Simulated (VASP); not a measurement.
The system is Ag3SF.

```
Ag S F
1.0
     4.67595    0.00000    0.00000
     0.00000    4.67595    0.00000
     0.00000    0.00000    4.67595
Ag S F
3 1 1
Cartesian
  0.0000 2.3380 2.3380
  2.3380 0.0000 2.3380
  2.3380 2.3380 0.0000
  0.0000 0.0000 0.0000
  2.3380 2.3380 2.3380
```

The cell was generated, and may not be a known phase.

* Program: VASP 6.6.1
* Task: relaxation of cell and atoms
* Functional: PBE
* Potentials or basis: VASP PAW PBE potentials, release 64 (Ag, S, F)
* Cutoff: 600 eV
* k mesh: 4 × 4 × 4
* Occupations: gaussian, width 0.1 eV
* Spin: no spin polarisation

At the start: pressure -3.1 GPa; volume 20.45 Å³/atom.

**Question.** How do energy, volume and symmetry change on relaxing?

**Answer.** Over 3 steps the energy falls by 12.9 meV/atom and the volume is 19.19 Å³/atom (-6.1 %); space group Pm-3m (No. 221, to 0.1 Å) before and after.

The path:
```csv
step,energy change (eV),largest force (eV/Å),pressure (GPa),volume (Å³)
1,0.0000,0.0000,-3.08,102.24
2,-0.0637,0.0000,-0.33,96.52
3,-0.0643,0.0000,0.00,95.96
```

Final structure:
```
Ag S F
1.0
     4.57817    0.00000    0.00000
     0.00000    4.57817    0.00000
     0.00000    0.00000    4.57817
Ag S F
3 1 1
Direct
  0.00000 0.50000 0.50000
  0.50000 0.00000 0.50000
  0.50000 0.50000 0.00000
  0.00000 0.00000 0.00000
  0.50000 0.50000 0.50000
```
